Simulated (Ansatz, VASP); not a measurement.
## One calculation of Ni, two programs

The input POSCAR:

```
Ni
1.0
    2.5116361655      0.0000000000      0.0000000000
   -1.2558180828      2.1751407240      0.0000000000
    0.0000000000      0.0000000000      4.1786417881
Ni
2
Direct
    0.3333333333      0.6666666667      0.2500000000
    0.6666666667      0.3333333333      0.7500000000
```

File INCAR.step1:

```
SYSTEM = Ni
PREC = Accurate
ENCUT = 520
ISMEAR = 1
SIGMA = 0.02
LREAL = .False.
LASPH = .True.
NELM = 150
ISPIN = 2
MAGMOM = 1.5 1.5
LMAXMIX = 4
NBANDS = 21
GGA = PE
ALGO = Normal
EDIFF = 1E-4
LWAVE = .True.
LCHARG = .False.
```

INCAR.step2

```
SYSTEM = Ni
PREC = Accurate
ENCUT = 520
EDIFF = 1E-7
ISMEAR = 1
SIGMA = 0.02
LREAL = .False.
LASPH = .True.
NELM = 150
ALGO = Normal
ISIF = 2
LWAVE = .False.
LCHARG = .False.
ISPIN = 2
MAGMOM = 1.5 1.5
LORBIT = 11
LMAXMIX = 4
METAGGA = R2SCAN
LMIXTAU = .True.
NBANDS = 21
ISTART = 1
```

KPOINTS

```
Automatic mesh
0
Gamma
  13 13 7
  0 0 0
```

Input for Ansatz:

```yaml
crystal:
  lattice:
    - [2.5116361655482393, 0.0, 0.0]
    - [-1.2558180827741197, 2.1751407239708698, 0.0]
    - [0.0, 0.0, 4.178641788085661]
  atoms:
    - { symbol: Ni, position: [0.3333333333333333, 0.6666666666666666, 0.25], spin: 1.5 }
    - { symbol: Ni, position: [0.6666666666666666, 0.3333333333333333, 0.75], spin: 1.5 }
accuracy: low
basis:
  ecutwfc: 557.833418042754
kpoints:
  mp_grid:
    grid: [13, 13, 7]
hamiltonian:
  xc: r2scan
magnetization:
  spin_polarized: true
scf:
  mixing:
    algorithm: broyden
  occupations:
    method: methfessel_paxton
    width: 0.02
output:
  stress: true
```

Alike in both runs: task single point; functional r2SCAN; k mesh 13 × 13 × 7; occupations methfessel-paxton of order 1, width 0.02 eV; collinear spin.

|  | VASP | Ansatz |
| --- | --- | --- |
| version | VASP 6.6.1 | Ansatz 0.2.0 |
| potentials or method | VASP PAW PBE potentials, release 64 (Ni), cutoff 520 eV | plane waves, PAW |
| valence electrons in the cell | 20 | 36 |

VASP gave:

```
pressure (GPa)                                                : -14.1
traceless stress, the component that is largest in VASP (GPa) : 2.06
net moment per atom (μB)                                      : 0.68
size of the moment on the site where the two differ most (μB) : 0.71
```

What did Ansatz give for the same quantities?

Pressure (GPa): -13.4; traceless stress, the component that is largest in VASP (GPa): 0.85; net moment per atom (μB): 0.78; size of the moment on the site where the two differ most (μB): 0.85.

The net moments are unlike, so the other rows may belong to different states. VASP's potentials were made for PBE, not for r2SCAN. Site moments also hang on the region over which each program counts them. VASP's potentials hold 20 valence electrons a cell and Ansatz's 36, so a difference there can come from the potentials and not from the codes. Ansatz's warnings: stability check not made.
